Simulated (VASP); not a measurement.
## Rh: single point with LDA

Rh:

```
CELL_PARAMETERS angstrom
0.00000 1.90155 1.86352
1.90155 0.00000 1.86352
1.90155 1.90155 0.00000
ATOMIC_POSITIONS crystal
Rh 0.00000 0.00000 0.00000
```

This cell differs from its parent crystal: zz strain of -2 %.

| Quantity | Value |
| --- | --- |
| Program | VASP 6.6.1 |
| Task | single point |
| Functional | LDA |
| Potentials or basis | VASP PAW LDA potentials, release 64 (Rh_pv) |
| Cutoff | 520 eV |
| k mesh | 16 × 16 × 16 |
| Occupations | fermi-dirac, width 0.03 eV |
| Spin | no spin polarisation |

* Pressure: -4.8 GPa
* Band gap on the k mesh: zero (an odd number of electrons rules out a gap without spin polarisation)

Stress tensor (GPa, compression positive):
```
-6.45  0.00  0.00
 0.00 -6.45  0.00
 0.00  0.00 -1.38
```

Levels at points of the mesh, in eV from the Fermi level:
```tsv
k point	band 3	band 4	band 5	band 6	band 7	band 8	band 9	band 10	band 11	band 12
(0.00, 0.00, 0.00)	-46.18	-8.17	-3.27	-3.27	-3.04	-1.14	-0.87	15.95	20.31	21.25
(0.50, 0.00, 0.00)	-46.28	-6.33	-3.38	-3.14	0.56	0.68	0.69	8.81	15.46	20.31
(0.50, 0.50, 0.00)	-46.50	-6.53	-6.17	0.59	1.05	1.05	3.53	12.90	13.09	13.09
(0.50, 0.00, 0.50)	-46.45	-6.52	-6.15	0.60	0.94	1.13	3.09	12.32	13.35	13.58
```

It took 93 s on 1 thread of AMD EPYC 7R13, with other jobs on the host, peak memory 0.14 GiB.

Caveat: the cell differs from its parent crystal (zz strain of -2 %); the cell stands under tension.
